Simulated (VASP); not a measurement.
Wanted: the native input for a VASP 6.6.1 run.

```
Task                   : single point
Functional             : PBEsol
Potentials or basis    : VASP PAW PBE potentials, release 64 (Al, Pt)
Cutoff                 : 520 eV
k mesh                 : 3 × 3 × 1
Occupations            : fermi-dirac, width 0.05 eV
Spin                   : no spin polarisation
Dipole correction      : no
Further INCAR settings : ALGO = Normal; EDIFF = 1e-06; NBANDS = 35
```

The structure of Al12Pt lies in POSCAR:

```
Al12Pt
1.0
    5.7275650000      0.0000000000      0.0000000000
    2.8637820000      4.9602170000      0.0000000000
    0.0000000000      0.0000000000     16.6765370000
Al Pt
12 1
Direct
    0.1666666208      0.1666667003      0.0599644878
    0.6666667081      0.1666667003      0.0599644878
    0.1666666712      0.6666665995      0.0599644878
    0.6666667585      0.6666665995      0.0599644878
   -0.1572539562      0.3295321555      0.1993248958
    0.3381293274      0.3377775609      0.1947043322
   -0.1660060294      0.8354924795      0.2034443362
    0.3306382292      0.8419907839      0.1995827431
    0.0084362496      0.0040603062      0.3406129822
    0.5172663401     -0.0077385727      0.3401621692
   -0.0148196296      0.5191129743      0.3378964110
    0.5285621422      0.5273767257      0.3303321907
    0.3497839381      0.3678798730      0.4272157943
```

These files were run (other wordings do the same):

INCAR

```
SYSTEM = Al12Pt
  ALGO = Normal
  EDIFF = 1E-6
  ENCUT = 520
  GGA = PS
  ISIF = 2
  ISMEAR = -1
  LASPH = .True.
  LCHARG = .True.
  LELF = .True.
  LREAL = .False.
  LVHAR = .True.
  LWAVE = .False.
  NBANDS = 35
  NELM = 100
  PREC = Accurate
  SIGMA = 0.05
```

KPOINTS

```
k-points
0
Gamma
  3 3 1
  0 0 0
```

Potentials or basis: VASP PAW PBE potentials, release 64 (Al, Pt).

The run is started by

```sh
$ cat potpaw_PBE.64/Al/POTCAR potpaw_PBE.64/Pt/POTCAR > POTCAR
$ mpirun -np 1 vasp_std > vasp.out
```

It gave:

```yaml
Largest_force: 0.300 eV/Å
```

Caveat: the k points lie up to 0.42 Å⁻¹ apart; the PAW data sets were made with another functional, which shifts forces and pressure a little.

Run time: 2 min on 1 thread of AMD EPYC 9R45 96-Core Processor (Zen 5), on a shared host, peak memory 0.59 GiB.
